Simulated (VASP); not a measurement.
WSe2:

```
W Se
1.0
     1.65107    0.95325    6.57965
    -1.65107    0.95325    6.57965
     0.00000   -1.90650    6.57965
W Se
1 2
Direct
  0.99998 0.99998 0.99998
  0.41765 0.41765 0.41765
  0.24903 0.24903 0.24903
```

Base run:

| Quantity | Value |
| --- | --- |
| Program | VASP 6.6.1 |
| Functional | PBE |
| Potentials or basis | VASP PAW PBE potentials, release 64 (W_sv, Se) |
| Cutoff | 520 eV |
| k mesh | 8 × 8 × 8 |
| Occupations | gaussian, width 0.01 eV |
| Spin | no spin polarisation |

Its results: band gap on the k mesh 1.18 eV, indirect (least direct gap 1.93 eV); pressure 3.7 GPa; largest force 0.323 eV/Å.

Task: The run is repeated on the same cell with these changes: k mesh from 8 × 8 × 8 to 6 × 6 × 6. What comes out?

Result: Band gap on the k mesh 1.08 eV, indirect (least direct gap 1.57 eV); pressure 3.7 GPa; largest force 0.327 eV/Å.

Caveats: spin-orbit coupling is left out, which moves the levels of the heavy elements.

A k mesh can miss the band edges.
